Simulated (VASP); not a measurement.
Crystal: Zn.

```
Zn
1.0
     2.61549    0.00000    0.00000
    -1.30775    2.26509    0.00000
     0.00000    0.00000    4.86462
Zn
2
Direct
  0.66667 0.33333 0.75000
  0.33333 0.66667 0.25000
```

This cell differs from its parent crystal: volume scaled by 0.94.

Base run:

| Quantity | Value |
| --- | --- |
| Program | VASP 6.6.1 |
| Functional | PBEsol |
| Potentials or basis | VASP PAW PBE potentials, release 64 (Zn) |
| Cutoff | 520 eV |
| k mesh | 11 × 11 × 6 |
| Occupations | fermi-dirac, width 0.05 eV |
| Spin | no spin polarisation |

Its results: band gap on the k mesh zero (band 12 reaches 5.07 eV, above the bottom of band 13 at 0.32 eV); pressure -0.7 GPa.

Task: The run is repeated on the same cell with these changes: functional from PBEsol to r2SCAN. What comes out?

Result: Band gap on the k mesh zero (band 12 reaches 5.14 eV, above the bottom of band 13 at 0.27 eV); pressure 0.6 GPa.

Caveats: the PAW data sets were made with another functional, which shifts forces and pressure a little.
